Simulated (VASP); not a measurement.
# BN (P6_3mc) in VASP: a series of runs, part 2 of 2

VASP 6.6.1.

**3. Relaxation of volume and atoms at fixed shape, PBE**

This run uses another cell than the first one, of 5.85 Å³/atom, 0.980 times its volume.

The input, INCAR:

```
SYSTEM = BN
ALGO     = Normal         ! electronic algorithm
EDIFF    = 1E-6           ! SCF threshold, eV
EDIFFG   = -0.02          ! ionic threshold
ENCUT    = 600            ! plane-wave cutoff, eV
GGA      = PE             ! functional
IBRION   = 2              ! ionic algorithm
ISIF     = 8              ! what is computed and relaxed
ISMEAR   = 0              ! smearing method
LASPH    = .True.         ! aspherical terms in the spheres
LCHARG   = .False.        ! write CHGCAR
LREAL    = .False.        ! projectors in reciprocal space
LWAVE    = .False.        ! write WAVECAR
NELM     = 100            ! most SCF steps
NSW      = 80             ! ionic steps
PREC     = Accurate       ! precision mode
SIGMA    = 0.02           ! smearing width, eV
```

The input, KPOINTS:

```
k-points
0
Gamma
  10 10 5
  0 0 0
```

The input, POSCAR:

```
BN
1.0
    2.5360000000      0.0000000000      0.0000000000
   -1.2680000000      2.1962404200      0.0000000000
    0.0000000000      0.0000000000      4.1990000000
B N
2 2
Direct
    0.6666666667      0.3333333333      0.0000000000
    0.3333333333      0.6666666667      0.5000000000
    0.6666666667      0.3333333333      0.3750000000
    0.3333333333      0.6666666667      0.8750000000
```

Potentials or basis: VASP PAW PBE potentials, release 64 (B, N).

Launch:

```console
> cat potpaw_PBE.64/B/POTCAR potpaw_PBE.64/N/POTCAR > POTCAR
> mpirun -np 1 vasp_std > vasp.out
```

OUTCAR:

```text
SYSTEM = BN
   EDIFF = 1E-6
   EDIFFG = -0.02
   ENCUT = 600
   GGA = PE
   IBRION = 2
   ISIF = 8
   ISMEAR = 0
   LASPH = .True.
   LREAL = .False.
   NELM = 100
   NSW = 80
   PREC = Accurate

 ion  position               nearest neighbor table
   1  0.667  0.333  0.000-   4 1.56   4 1.56   4 1.56   3 1.57
   2  0.333  0.667  0.500-   3 1.56   3 1.56   3 1.56   4 1.57
   3  0.667  0.333  0.375-   2 1.56   2 1.56   2 1.56   1 1.57
   4  0.333  0.667  0.875-   1 1.56   1 1.56   1 1.56   2 1.57

  LATTYP: Found a hexagonal cell.
 ALAT       =     2.5360000000
 C/A-ratio  =     1.6557570978

  Lattice vectors:

 A1 = (   2.5360000000,   0.0000000000,   0.0000000000)
 A2 = (  -1.2680000000,   2.1962404200,   0.0000000000)
 A3 = (   0.0000000000,   0.0000000000,   4.1990000000)

[... 382 lines left out ...]

 val. band max:        7.4351905830   @ k =   0.0000   0.0000   0.0000
 cond. band min:      12.8319227552   @ k =   0.3000   0.3000   0.0000
 fundamental gap:      5.3967321722
 Fermi energy:         7.6029914587

 k-point     1 :       0.0000    0.0000    0.0000
  band No.  band energies     occupation
      1     -12.8569      2.00000
      2      -8.7588      2.00000
      3      -3.3924      2.00000
      4       5.3399      2.00000
      5       5.3399      2.00000
      6       7.1681      2.00000
      7       7.4352      2.00000
      8       7.4352      2.00000
      9      15.7802      0.00000
     10      15.7802      0.00000
     11      15.9498      0.00000
     12      16.8697      0.00000
[... 331 lines left out ...]
 k-point    24 :       0.4000    0.1000    0.2000
  band No.  band energies     occupation
      1      -8.8228      2.00000
      2      -7.4496      2.00000
      3      -2.2309      2.00000
      4      -0.6784      2.00000
      5       1.3389      2.00000
      6       2.2354      2.00000
      7       3.8267      2.00000
      8       4.4665      2.00000
      9      14.5947      0.00000
     10      15.3375      0.00000
     11      18.0029      0.00000
     12      19.2255      0.00000

 [... further k-points ...]
[... 5 lines left out ...]
  --------------------------------------------------------------------------------------
  -------------------------------------------------------------------------------------
  Total        0.0782575      0.0782575     -0.1024202      0.0000000      0.0000000      0.0000000
  in kB        5.2538960      5.2538960     -6.8760833      0.0000000      0.0000000      0.0000000
  external PRESSURE =       1.2105696 kB  Pullay stress =       0.0000000 kB
[... 19 lines left out ...]
  FREE ENERGIE OF THE ION-ELECTRON SYSTEM (eV)
  ---------------------------------------------------
  free  energy   TOTEN  =       -34.8383078675 eV

  energy  without entropy=      -34.8383078675  energy(sigma->0) =      -34.83830787

 reached required accuracy - stopping structural energy minimisation
```

OSZICAR:

```text
N       E                     dE             d eps       ncg     rms          rms(c)
DAV:   1     0.613999451833E+02    0.61400E+02   -0.96142E+03  1008   0.146E+03
DAV:   2    -0.339187754937E+02   -0.95319E+02   -0.88140E+02  1468   0.310E+02
DAV:   3    -0.367885620724E+02   -0.28698E+01   -0.28558E+01  1344   0.510E+01
[... 37 lines left out ...]
DAV:   4    -0.348382864554E+02    0.18335E-06   -0.13057E-06   816   0.120E-02
   5 F= -.34838286E+02 E0= -.34838286E+02  d E =-.398371E-05
       N       E                     dE             d eps       ncg     rms          rms(c)
DAV:   1    -0.348383066412E+02   -0.20002E-04   -0.23501E-03  1152   0.466E-01    0.111E-02
DAV:   2    -0.348383086349E+02   -0.19938E-05   -0.37329E-05  1256   0.620E-02    0.636E-03
DAV:   3    -0.348383078675E+02    0.76745E-06   -0.10385E-06   868   0.121E-02
   6 F= -.34838308E+02 E0= -.34838308E+02  d E =-.253958E-04
```

CONTCAR:

```text
BN
   1.00000000000000
     2.5531479546500448    0.0000000000000000    0.0000000000000000
    -1.2765739773250224    2.2110909843228534    0.0000000000000000
     0.0000000000000000    0.0000000000000000    4.2273928476244240
  B               N
     2     2
Direct
     0.6666666667000030    0.3333333332999970    0.0001984189411757
     0.3333333332999970    0.6666666667000030    0.5001984189411758
     0.6666666667000030    0.3333333332999970    0.3748015810588243
     0.3333333332999970    0.6666666667000030    0.8748015810588242

  0.00000000E+00  0.00000000E+00  0.00000000E+00
  0.00000000E+00  0.00000000E+00  0.00000000E+00
  0.00000000E+00  0.00000000E+00  0.00000000E+00
  0.00000000E+00  0.00000000E+00  0.00000000E+00
```

It took 21 s on 1 thread of Intel Xeon 6975P-C, shared host; peak memory 0.14 GiB.

What came out:

```yaml
Free_energy: -34.8383 eV
Relaxed_volume: 5.97 Å³/atom
Relaxed_cell: a = 2.553 Å, b = 2.553 Å, c = 4.227 Å, α = 90.00°, β = 90.00°, γ = 120.00°
Space_group_after_relaxing_to_0.05_Å: P6_3mc (No. 186)
Energy_gained_by_relaxing: 3.0 meV/atom
Ionic_steps: 6
Pressure_after_relaxing: 0.1 GPa
Band_gap_on_the_k_mesh: 5.40 eV, indirect (least direct gap 8.23 eV)
```

Stress tensor (GPa, compression positive):
```
 0.53  0.00  0.00
 0.00  0.53  0.00
 0.00  0.00 -0.69
```

Step by step:
```csv
step,energy change (eV),largest force (eV/Å),pressure (GPa),volume (Å³)
1,0.0000,0.0579,7.99,23.39
2,0.0010,0.1025,-7.71,24.39
3,-0.0120,0.0240,0.03,23.87
4,-0.0120,0.0225,0.17,23.86
5,-0.0120,0.0233,0.08,23.87
6,-0.0120,0.0015,0.12,23.86
```

Final structure:
```
B N
1.0
     2.55315    0.00000    0.00000
    -1.27657    2.21109    0.00000
     0.00000    0.00000    4.22739
B N
2 2
Direct
  0.66667 0.33333 0.00020
  0.33333 0.66667 0.50020
  0.66667 0.33333 0.37480
  0.33333 0.66667 0.87480
```

Levels at points of the mesh, in eV from the valence-band top:
| k point | band 6 | band 7 | band 8 | band 9 | band 10 | band 11 |
| --- | --- | --- | --- | --- | --- | --- |
| (0.00, 0.00, 0.00) | -0.27 | 0.00 | 0.00 | 8.35 | 8.35 | 8.51 |
| (0.50, 0.00, 0.00) | -4.93 | -4.36 | -2.10 | 6.69 | 7.93 | 10.57 |
